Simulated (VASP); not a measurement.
Set up this calculation in VASP 6.6.1, as the native input.

```
Task                   : single point
Functional             : PBEsol
Potentials or basis    : VASP PAW PBE potentials, release 64 (Eu)
Cutoff                 : 520 eV
k mesh                 : 8 × 8 × 8
Occupations            : fermi-dirac, width 0.05 eV
Spin                   : collinear spin, ferromagnetic start
Starting moments       : [7.0] μB
Dipole correction      : no
Further INCAR settings : ALGO = Normal; EDIFF = 1e-07; NBANDS = 18
```

The structure of Eu lies in POSCAR:

```
Eu
1.0
   -2.3182521001      2.3182521001      2.3182521001
    2.3182521001     -2.3182521001      2.3182521001
    2.3182521001      2.3182521001     -2.3182521001
Eu
1
Direct
    0.0000000000      0.0000000000      0.0000000000
```

This cell differs from its parent crystal: volume scaled by 1.02.

These files were run (other wordings do the same):

INCAR

```
  ALGO = Normal
  EDIFF = 1E-7
  ENCUT = 520
  GGA = PS
  ISIF = 2
  ISMEAR = -1
  ISPIN = 2
  LASPH = T
  LCHARG = T
  LELF = T
  LMAXMIX = 6
  LORBIT = 11
  LREAL = F
  LVHAR = T
  LWAVE = F
  MAGMOM = 7
  NBANDS = 18
  NELM = 150
  PREC = Accurate
  SIGMA = 0.05
```

KPOINTS

```
k-points
0
Gamma
  8 8 8
```

Potentials or basis: VASP PAW PBE potentials, release 64 (Eu).

The run is started by

```console
$ cat potpaw_PBE.64/Eu/POTCAR > POTCAR
$ mpirun -np 1 vasp_std > vasp.out
```

It gave:

| Property | Result |
| --- | --- |
| Pressure | -3.0 GPa |
| Net moment | 7.39 μB per cell |
| Site moments | Eu +6.72 μB |
| Valence electrons inside the program's atomic spheres | Eu 14.68 |

Caveat: the PAW data sets were made with another functional, which shifts forces and pressure a little.

Wall time 120 s on 1 thread of Intel(R) Xeon(R) Platinum 8175M CPU @ 2.50GHz (Skylake/Cascade Lake), with other jobs on the host, peak memory 0.22 GiB.
